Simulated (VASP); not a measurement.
Write the native input for VASP 6.6.1 that does the following.

```
Task                   : single point
Functional             : r2SCAN
Potentials or basis    : VASP PAW PBE potentials, release 64 (As)
Cutoff                 : 520 eV
k mesh                 : 6 × 6 × 6
Occupations            : gaussian, width 0.1 eV
Spin                   : no spin polarisation
Dipole correction      : no
Further INCAR settings : ALGO = Normal; EDIFF = 1e-06; NBANDS = 42
```

The system is As.

```
As
1.0
     4.20324    2.42674    4.72430
    -4.20324    2.42674    4.72430
     0.00000   -4.85348    4.72430
As
12
Direct
  0.03622 0.64865 0.03622
  0.03622 0.03622 0.64865
  0.64865 0.03622 0.03622
  0.96378 0.35135 0.96378
  0.35135 0.96378 0.96378
  0.96378 0.96378 0.35135
  0.27993 0.58831 0.27993
  0.27993 0.27993 0.58831
  0.58831 0.27993 0.27993
  0.72007 0.41169 0.72007
  0.41169 0.72007 0.72007
  0.72007 0.72007 0.41169
```

These files were run (other wordings do the same):

POSCAR

```
As
1.0
    4.2032350328      2.4267388776      4.7243024226
   -4.2032350328      2.4267388776      4.7243024226
    0.0000000000     -4.8534777553      4.7243024226
As
12
Direct
    0.0362170253      0.6486544027      0.0362170253
    0.0362170253      0.0362170253      0.6486544027
    0.6486544027      0.0362170253      0.0362170253
    0.9637829747      0.3513455973      0.9637829747
    0.3513455973      0.9637829747      0.9637829747
    0.9637829747      0.9637829747      0.3513455973
    0.2799256057      0.5883066523      0.2799256057
    0.2799256057      0.2799256057      0.5883066523
    0.5883066523      0.2799256057      0.2799256057
    0.7200743943      0.4116933477      0.7200743943
    0.4116933477      0.7200743943      0.7200743943
    0.7200743943      0.7200743943      0.4116933477
```

INCAR.step1

```
SYSTEM = As
  PREC = Accurate
  ENCUT = 520
  ISMEAR = 0
  SIGMA = 0.1
  LREAL = .False.
  LASPH = .True.
  NELM = 60
  NBANDS = 42
  GGA = PE
  ALGO = Normal
  EDIFF = 1E-4
  LWAVE = .True.
  LCHARG = .False.
```

INCAR.step2

```
SYSTEM = As
  PREC = Accurate
  ENCUT = 520
  EDIFF = 1E-6
  ISMEAR = 0
  SIGMA = 0.1
  LREAL = .False.
  LASPH = .True.
  NELM = 60
  ALGO = Normal
  ISIF = 2
  LWAVE = .False.
  LCHARG = .False.
  METAGGA = R2SCAN
  LMIXTAU = .True.
  NBANDS = 42
  ISTART = 1
```

KPOINTS

```
Automatic mesh
0
Gamma
  6 6 6
  0 0 0
```

Potentials or basis: VASP PAW PBE potentials, release 64 (As).

Command:

```sh
$ cat potpaw_PBE.64/As/POTCAR > POTCAR
$ cp INCAR.step1 INCAR
$ mpirun -np 1 vasp_std > vasp.out
$ cp INCAR.step2 INCAR
$ mpirun -np 1 vasp_std > vasp.out
```

It gave:

* Pressure: 0.0 GPa
* Largest force: 0.034 eV/Å
* Band gap on the k mesh: zero (band 30 reaches 4.07 eV, above the bottom of band 31 at 2.39 eV)

Caveat: the PAW data sets were made with another functional, which shifts forces and pressure a little.

It took 18 min on 1 thread of Intel(R) Xeon(R) Platinum 8488C (Sapphire Rapids) (shared host), peak memory 0.52 GiB.
